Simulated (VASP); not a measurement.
Se: relaxation of cell and atoms with PBE+D3(BJ)

The system is Se.

```
CELL_PARAMETERS angstrom
-1.40380 1.40380 1.40380
1.40380 -1.40380 1.40380
1.40380 1.40380 -1.40380
ATOMIC_POSITIONS crystal
Se 0.00000 0.00000 0.00000
```

* Program: VASP 6.6.1
* Task: relaxation of cell and atoms
* Functional: PBE
* Dispersion: D3(BJ)
* Potentials or basis: VASP PAW PBE potentials, release 64 (Se)
* Cutoff: 500 eV
* k mesh: 13 × 13 × 13
* Occupations: methfessel-paxton, width 0.1 eV
* Spin: no spin polarisation
* Target pressure: 30 GPa
* Dipole correction: no
* Further INCAR settings: ALGO = Normal; EDIFF = 1e-07; IBRION = 2; EDIFFG = -0.01; NSW = 80; ISIF = 3

The relaxed volume is 15.57 Å³/atom, the relaxed cell is a = 2.725 Å, b = 2.725 Å, c = 2.725 Å, α = 109.47°, β = 109.47°, γ = 109.47° and the space group after relaxing (to 0.05 Å) is Im-3m (No. 229). The energy change on relaxing (the enthalpy is what falls) is -2243.8 meV/atom. The ionic steps are 8. The pressure after relaxing is 30.0 GPa. The band gap on the k mesh is zero (band 3 reaches 13.79 eV, above the bottom of band 4 at 4.39 eV) and the dispersion energy per atom is -0.559 eV.

The path:
| step | energy change (eV) | largest force (eV/Å) | pressure (GPa) | volume (Å³) |
| --- | --- | --- | --- | --- |
| 1 | 0.0000 | 0.0000 | 160.52 | 11.07 |
| 2 | -1.6950 | 0.0000 | -12.28 | 32.69 |
| 3 | -2.4423 | 0.0000 | 14.61 | 17.03 |
| 4 | -2.3175 | 0.0000 | 24.78 | 16.00 |
| 5 | -2.2419 | 0.0000 | 30.14 | 15.56 |
| 6 | -2.2604 | 0.0000 | 28.88 | 15.66 |
| 7 | -2.2205 | 0.0000 | 31.58 | 15.45 |
| 8 | -2.2438 | 0.0000 | 30.01 | 15.57 |

Final structure:
```yaml
crystal:
  lattice:
    - [-1.57300, 1.57300, 1.57300]
    - [1.57300, -1.57300, 1.57300]
    - [1.57300, 1.57300, -1.57300]
  atoms:
    - { symbol: Se, position: [0.00000, 0.00000, 0.00000] }
```

Levels at points of the mesh, in eV from the Fermi level:
```csv
k point,band 1,band 2,band 3,band 4,band 5,band 6,band 7
"(0.00, 0.00, 0.00)",-18.84,4.69,4.69,4.69,13.15,13.15,13.15
```

It took 52 s on 1 thread of Intel Xeon 8259CL (shared host), peak memory 0.14 GiB.

Caveat: the cell is relaxed towards a set pressure, so the enthalpy falls and the energy may rise; the volume moved by over 15 % at a fixed basis, so the end points are rough; pairwise dispersion overbinds metals, which lowers pressure and volume. Zero-point motion and thermal expansion aren't in these numbers.
